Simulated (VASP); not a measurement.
Here is a VASP 6.6.1 calculation.

The input INCAR:

```
PREC = Accurate
ENCUT = 520
EDIFF = 1E-6
ISMEAR = -1
SIGMA = 0.1
LREAL = False
LASPH = True
NELM = 80
ALGO = Normal
ISIF = 2
LWAVE = False
LCHARG = False
NBANDS = 18
```

The input KPOINTS:

```
regular mesh
0
Gamma
  9 9 5
```

Contents of POSCAR:

```
CaY
1.0
    1.9766574348     -2.9332380000      0.0000000000
    1.9766574348      2.9332380000      0.0000000000
   -0.0302115573      0.0000000000      6.1761332710
Ca Y
1 1
Direct
    0.0000000000      0.0000000000      0.0000000000
    0.5000000000      0.5000000000      0.5000000000
```

Potentials or basis: VASP PAW LDA potentials, release 64 (Ca_sv, Y_sv).

Launch:

```sh
$ cat potpaw_LDA.64/Ca_sv/POTCAR potpaw_LDA.64/Y_sv/POTCAR > POTCAR
$ mpirun -np 1 vasp_std > vasp.out
```

Q: What does it give for the pressure?

A: -2.5 GPa.

Stress tensor (GPa, compression positive):
```
-2.55  0.00  0.08
 0.00 -2.23  0.00
 0.08  0.00 -2.81
```
